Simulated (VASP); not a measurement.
# Nb3Sn: single point with LDA

Nb3Sn:

```
CELL_PARAMETERS angstrom
5.28210 0.00000 0.00000
0.00000 5.28210 0.00000
0.00000 0.00000 5.28210
ATOMIC_POSITIONS crystal
Sn 0.50000 0.50000 0.50000
Sn 0.00000 0.00000 0.00000
Nb 0.00000 0.50000 0.25000
Nb 0.00000 0.50000 0.75000
Nb 0.50000 0.25000 0.00000
Nb 0.75000 0.00000 0.50000
Nb 0.50000 0.75000 0.00000
Nb 0.25000 0.00000 0.50000
```

```yaml
Program: VASP 6.6.1
Task: single point
Functional: LDA
Potentials_or_basis: VASP PAW LDA potentials, release 64 (Sn_d, Nb_sv)
Cutoff: 340 eV
k_mesh: 7 × 7 × 7
Occupations: tetrahedron, width 0.1 eV
Spin: no spin polarisation
Tolerance_level: standard
Purpose: density of states
K_density: 6 × 6 × 6
Further_INCAR_settings: ALGO = Normal; EDIFF = 1e-06; NBANDS = 81
```

```yaml
Valence_electrons_inside_the_program's_atomic_spheres: Sn 12.62; Nb 10.73
Density_of_states_at_the_Fermi_level: 2.27 states/eV/atom
```

Levels at points of the mesh, in eV from the Fermi level:
```csv
k point,band 50,band 51,band 52,band 53,band 54,band 55,band 56,band 57
"(0.00, 0.00, 0.00)",-0.51,-0.51,-0.51,-0.05,-0.05,2.37,2.37,2.37
```

Wall time 68 s on 4 MPI ranks on Intel(R) Xeon(R) Platinum 8259CL CPU @ 2.50GHz (Skylake/Cascade Lake), on a shared host, peak memory 0.2 GiB a rank.

Caveat: spin-orbit coupling is left out, which moves the levels of the heavy elements.
